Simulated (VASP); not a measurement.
Runs of VASP 6.6.1 on CdS. The structure is that of space group F-43m (No. 216), or close to it. The cells are those of the table. 

```tsv
task	cell	k mesh for the DOS	occupations for the DOS	gap on the mesh (eV)	pressure (GPa)
single point	a = 4.204 Å, angles 58.7°, 2 atoms	-	-	0.92	-1.4
electric field gradients	a = 4.162 Å, angles 60.0°, 2 atoms	-	-	(b)	(a)
single point	a = 4.244 Å, angles 60.0°, 2 atoms	-	-	0.83	-4.2
electric field gradients	a = 4.106 Å, angles 60.0°, 2 atoms	-	-	1.04	1.0
```

Alike in all rows: level PBEsol; potentials or basis VASP PAW PBE potentials, release 64 (Cd, S); no spin polarisation; k mesh 7 × 7 × 7; cutoff (eV) 520; smearing fermi-dirac 0.02 eV.

Problem. Fill in the values left out.

Solution. (a) -1.5; (b) 0.95.

Caveats: the PAW data sets were made with another functional, which shifts forces and pressure a little.

A k mesh can miss the band edges, and the runs leave out spin-orbit coupling on Cd.
